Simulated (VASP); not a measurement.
Runs of VASP 6.6.1 on NaF. The structure is that of space group Fmmm (No. 69), or close to it. The cells are those of the table. 

```csv
cell,gap on the mesh (eV),pressure (GPa)
"a = 3.106, b = 3.475, c = 3.306 Å, angles 54.5, 65.5, 60.0°, 2 atoms",6.10,5.3
"a = 3.078, b = 3.508, c = 3.314 Å, angles 53.5, 66.5, 60.0°, 2 atoms",(b),7.7
"a = 3.135, b = 3.443, c = 3.300 Å, angles 55.4, 64.6, 60.0°, 2 atoms",6.11,3.3
"a = 3.541, b = 3.049, c = 3.322 Å, angles 67.4, 52.6, 60.0°, 2 atoms",(a),10.7
```

Alike in all rows: task single point; level PBEsol; potentials or basis VASP PAW PBE potentials, release 64 (Na_pv, F); no spin polarisation; k mesh 8 × 8 × 8; cutoff (eV) 520; smearing gaussian 0.05 eV.

Question: Estimate the missing entries.

Answer: (a) 6.03; (b) 6.07.

Caveats: the PAW data sets were made with another functional, which shifts forces and pressure a little.

